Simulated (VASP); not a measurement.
# Ge (I4_1/amd) in VASP: single point with r2SCAN

Aim: the single point of Ge with r2SCAN.

All numbers are computed with VASP 6.6.1; they aren't measurements. Logs are shortened: lines on timing, memory, paths and dates and some standing lists are left out, and cuts for length are marked.

### 1 The cell of the first run

It takes space group I4_1/amd (No. 141, tetragonal). The conventional cell has a = 5.149 Å, b = 5.149 Å, c = 2.795 Å, α = 90.00°, β = 90.00°, γ = 90.00°. Within 3.5 Å of Ge (site symmetry -4m2) lie 10 Ge at 2.67 to 3.32 Å.

### 2 Single point, r2SCAN

Input file POSCAR:

```
Ge
1.0
   -2.5744897190      2.5744897190      1.3974126432
    2.5744897190     -2.5744897190      1.3974126432
    2.5744897190      2.5744897190     -1.3974126432
Ge
2
Direct
    0.2500000000      0.7500000000      0.5000000000
    0.5000000000      0.5000000000      0.0000000000
```

Input file INCAR.step1:

```
SYSTEM = Ge
  PREC = Accurate
  ENCUT = 520
  ISMEAR = 0
  SIGMA = 0.1
  LREAL = .FALSE.
  LASPH = .TRUE.
  NELM = 60
  NBANDS = 21
  GGA = PE
  ALGO = Normal
  EDIFF = 1E-4
  LWAVE = .TRUE.
  LCHARG = .FALSE.
```

Input file INCAR.step2:

```
SYSTEM = Ge
  PREC = Accurate
  ENCUT = 520
  EDIFF = 1E-7
  ISMEAR = 0
  SIGMA = 0.1
  LREAL = .FALSE.
  LASPH = .TRUE.
  NELM = 60
  ALGO = Normal
  ISIF = 2
  LWAVE = .FALSE.
  LCHARG = .FALSE.
  METAGGA = R2SCAN
  LMIXTAU = .TRUE.
  NBANDS = 21
  ISTART = 1
```

Input file KPOINTS:

```
regular mesh
0
G
  8 8 8
  0 0 0
```

Potentials or basis: VASP PAW PBE potentials, release 64 (Ge_d).

Command:

```bash
$ cat potpaw_PBE.64/Ge_d/POTCAR > POTCAR
$ cp INCAR.step1 INCAR
$ mpirun -np 1 vasp_std > vasp.out
$ cp INCAR.step2 INCAR
$ mpirun -np 1 vasp_std > vasp.out
```

OUTCAR:

```text
SYSTEM = Ge
   PREC = Accurate
   ENCUT = 520
   EDIFF = 1E-7
   ISMEAR = 0
   LREAL = .FALSE.
   LASPH = .TRUE.
   NELM = 60
   ISIF = 2
   METAGGA = R2SCAN
   ISTART = 1

 ion  position               nearest neighbor table
   1  0.250  0.750  0.500-   2 2.67   2 2.67   2 2.67   2 2.67
   2  0.500  0.500  0.000-   1 2.67   1 2.67   1 2.67   1 2.67

  LATTYP: Found a body centered tetragonal cell.
 ALAT       =     5.1489794380
 C/A-ratio  =     0.5427920853

  Lattice vectors:

 A1 = (  -2.5744897190,   2.5744897190,   1.3974126432)
 A2 = (   2.5744897190,  -2.5744897190,   1.3974126432)
 A3 = (   2.5744897190,   2.5744897190,  -1.3974126432)

Analysis of symmetry for initial positions (statically):
=====================================================================
 Subroutine PRICEL returns:
 Original cell was already a primitive cell.

 Routine SETGRP: Setting up the symmetry group for a
 body centered tetragonal supercell.

 Subroutine GETGRP returns: Found 16 space group operations
 (whereof  8 operations were pure point group operations)
 out of a pool of 16 trial point group operations.

The static configuration has the point symmetry D_2d.
 The point group associated with its full space group is D_4h.

Analysis of symmetry for dynamics (positions and initial velocities):
=====================================================================
 Subroutine PRICEL returns:
 Original cell was already a primitive cell.

 Routine SETGRP: Setting up the symmetry group for a
 body centered tetragonal supercell.

 Subroutine GETGRP returns: Found 16 space group operations
 (whereof  8 operations were pure point group operations)
 out of a pool of 16 trial point group operations.

The dynamic configuration has the point symmetry D_2d.
 The point group associated with its full space group is D_4h.

 Subroutine INISYM returns: Found 16 space group operations
 (whereof  8 operations are pure point group operations),
 and found     1 'primitive' translations

----------------------------------------------------------------------------------------

                                     Primitive cell

  volume of cell :      37.0482

  direct lattice vectors                    reciprocal lattice vectors
    -2.574489719  2.574489719  1.397412643     0.000000000  0.194213244  0.357804119
     2.574489719 -2.574489719  1.397412643     0.194213244  0.000000000  0.357804119
[... 82 lines left out ...]
   LASPH  =      T    aspherical Exc in radial PAW
   ENCUT  =  520.0 eV  38.22 Ry    6.18 a.u.   7.25  7.25  7.25*2*pi/ulx,y,z
   NELM   =     60;   NELMIN=  2; NELMDL=  0     # of ELM steps
   EDIFF  = 0.1E-06   stopping-criterion for ELM
   LREAL  =      F    real-space projection
   EDIFFG = 0.1E-05   stopping-criterion for IOM
   NSW    =      0    number of steps for IOM
   IBRION =     -1    ionic relax: 0-MD 1-quasi-New 2-CG
   NFREE  =      0    steps in history (QN), initial steepest desc. (CG)
   ISIF   =      2    stress and relaxation
   ISYM   =      2    0-nonsym 1-usesym 2-fastsym
   POTIM  = 0.5000    time-step for ionic-motion
   TEBEG  =    0.0;   TEEND  =   0.0 temperature during run
   PSTRESS=    0.0 pullay stress
   NELECT =      28.0000    total number of electrons
   NUPDOWN=      -1.0000    fix difference up-down
   EMIN   =  10.00;   EMAX   =-10.00  energy-range for DOS
   EFERMI =   0.00;   METHOD = LEGACY
   ISMEAR =     0;   SIGMA  =   0.10  broadening in eV -4-tet -1-fermi 0-gaus
   EFERMI_NEDOS =   21; number of points for ismear=-14 and -15
   IALGO  =     38    algorithm
   IMIX   =      4    mixing-type and parameters
     AMIX     =   0.40;   BMIX     =  1.00
     AMIX_MAG =   1.60;   BMIX_MAG =  1.00
  volume/ion in A,a.u.               =      18.52       125.01
  Fermi-wavevector in a.u.,A,eV,Ry     =   1.491209  2.817976 30.255333  2.223704
  Thomas-Fermi vector in A             =   2.603893
   LORBIT       =      0    0 simple, 1 ext, 2 COOP (PROOUT), +10 PAW based schemes
   METAGGA = R2SCAN    functional components
   LHFCALC =     F    Hartree Fock is set to
   AEXX    =    0.0000 exact exchange contribution
   IVDW    =     0    specifies the selected vdW correction
   LEPSILON=     F    determine dielectric tensor
   LRPA    =     F    only Hartree local field effects (RPA)
 non-spin polarized calculation
 Gauss-broadening in eV      SIGMA  =   0.10
  energy-cutoff  :      520.00
  volume of cell :       37.05
 maximum number of plane-waves:      1021
 NGX is ok and might be reduce to    30
   NGX = 15   NGY = 15   NGZ = 15

 number of electron      28.0000028 magnetization

 Free energy of the ion-electron system (eV)
  ---------------------------------------------------
  ext. energy  EPLUGINS =         0.00000000
  ---------------------------------------------------
  free energy    TOTEN  =       -27.00387531 eV

  energy without entropy =      -27.00014985  energy(sigma->0) =      -27.00201258

 E-fermi :   6.6458     XC(G=0): -12.3807

 val. band max:        6.6106039452   @ k =  -0.2500   0.2500   0.2500
 cond. band min:       6.6886306381   @ k =   0.3750   0.3750   0.1250
 fundamental gap:      0.0780266929
 Fermi energy:         6.6458267679

 k-point     1 :       0.0000    0.0000    0.0000
  band No.  band energies     occupation
      1     -18.8144      2.00000
      2     -18.7613      2.00000
      3     -18.7318      2.00000
      4     -18.7287      2.00000
      5     -18.6146      2.00000
      6     -18.6146      2.00000
[... 565 lines left out ...]
     20      17.3318      0.00000
     21      17.5475      0.00000

 [... further k-points ...]

------------------------ aborting loop because EDIFF is reached ----------------------------------------

  FORCE on cell =-STRESS in cart. coord.  units (eV):
  Direction    XX          YY          ZZ          XY          YZ          ZX
  --------------------------------------------------------------------------------------
  -------------------------------------------------------------------------------------
  Total       -0.3318139     -0.3318139      0.9725908      0.0000000     -0.0000000      0.0000000
  in kB      -14.3495453    -14.3495453     42.0604335      0.0000000     -0.0000000      0.0000000
  external PRESSURE =       4.4537810 kB  Pullay stress =       0.0000000 kB

 VOLUME and BASIS-vectors are now :
 -----------------------------------------------------------------------------
  energy-cutoff  :      520.00
  volume of cell :       37.05
      direct lattice vectors                 reciprocal lattice vectors
    -2.574489719  2.574489719  1.397412643     0.000000000  0.194213244  0.357804119
     2.574489719 -2.574489719  1.397412643     0.194213244  0.000000000  0.357804119
     2.574489719  2.574489719 -1.397412643     0.194213244  0.194213244  0.000000000

 POSITION                                       TOTAL-FORCE (eV/Angst)
 -----------------------------------------------------------------------------------
      2.57449      0.00000      0.69871         0.000000     -0.000000     -0.000000
      0.00000      0.00000      1.39741        -0.000000      0.000000      0.000000
 -----------------------------------------------------------------------------------
    total drift:                                0.000000     -0.000000      0.000000

  FREE ENERGIE OF THE ION-ELECTRON SYSTEM (eV)
  ---------------------------------------------------
  free  energy   TOTEN  =       -27.0038753086 eV

  energy  without entropy=      -27.0001498521  energy(sigma->0) =      -27.00201258
```

OUTCAR.step1:

```text
SYSTEM = Ge
   PREC = Accurate
   ENCUT = 520
   ISMEAR = 0
   LREAL = .FALSE.
   LASPH = .TRUE.
[... 801 lines left out ...]
      2.57449      0.00000      0.69871        -0.000000      0.000000     -0.000000
      0.00000      0.00000      1.39741         0.000000     -0.000000      0.000000
 -----------------------------------------------------------------------------------
    total drift:                                0.000000     -0.000000      0.000000

  FREE ENERGIE OF THE ION-ELECTRON SYSTEM (eV)
  ---------------------------------------------------
  free  energy   TOTEN  =        -8.5416584963 eV

  energy  without entropy=       -8.5381100907  energy(sigma->0) =       -8.53988429
```

OSZICAR.step1:

```text
N       E                     dE             d eps       ncg     rms          rms(c)
DAV:   1     0.176098580812E+03    0.17610E+03   -0.14143E+04  2777   0.384E+03
DAV:   2     0.152200572753E+02   -0.16088E+03   -0.15601E+03  2513   0.597E+02
DAV:   3    -0.790562297977E+01   -0.23126E+02   -0.22936E+02  2846   0.132E+02
DAV:   4    -0.854979692471E+01   -0.64417E+00   -0.64387E+00  2763   0.257E+01
DAV:   5    -0.855930504184E+01   -0.95081E-02   -0.95079E-02  2829   0.343E+00    0.211E+00
DAV:   6    -0.854695066207E+01    0.12354E-01   -0.17901E-02  3372   0.227E+00    0.120E+00
DAV:   7    -0.854181626810E+01    0.51344E-02   -0.12537E-02  3345   0.167E+00    0.111E-01
DAV:   8    -0.854165482775E+01    0.16144E-03   -0.18762E-03  3062   0.787E-01    0.410E-02
DAV:   9    -0.854165849630E+01   -0.36685E-05   -0.45423E-05  1830   0.105E-01
   1 F= -.85416585E+01 E0= -.85398843E+01  d E =-.354841E-02
```

Run time: 4.2 min. Hardware: 1 thread of Intel Xeon Platinum 8375C at 2.90GHz (Ice Lake), shared host; peak memory 0.19 GiB.

What came out:

```
Free energy            : -27.0039 eV
Pressure               : 0.4 GPa
Band gap on the k mesh : zero (bands 14 and 15 overlap by 4.71 eV)
```

Levels at points of the mesh, in eV from the Fermi level:
```
           k point  band 12  band 13  band 14  band 15  band 16  band 17
(0.00, 0.00, 0.00)    -4.09    -2.51    -2.51     3.79     8.00     8.00
(0.50, 0.00, 0.00)    -6.63    -2.62    -2.15    -1.45     2.84     3.81
(0.50, 0.50, 0.00)   -11.02     0.60     0.60     2.21     2.21     8.04
(0.50, 0.50, 0.50)    -9.25    -6.13    -6.13     6.57     6.57    11.66
```

Caveat: the stress differs along the axes, from -1 to 4 GPa; the PAW data sets were made with another functional, which shifts forces and pressure a little.

The gap in the log of VASP goes by the Fermi energy; the results here count the filled bands.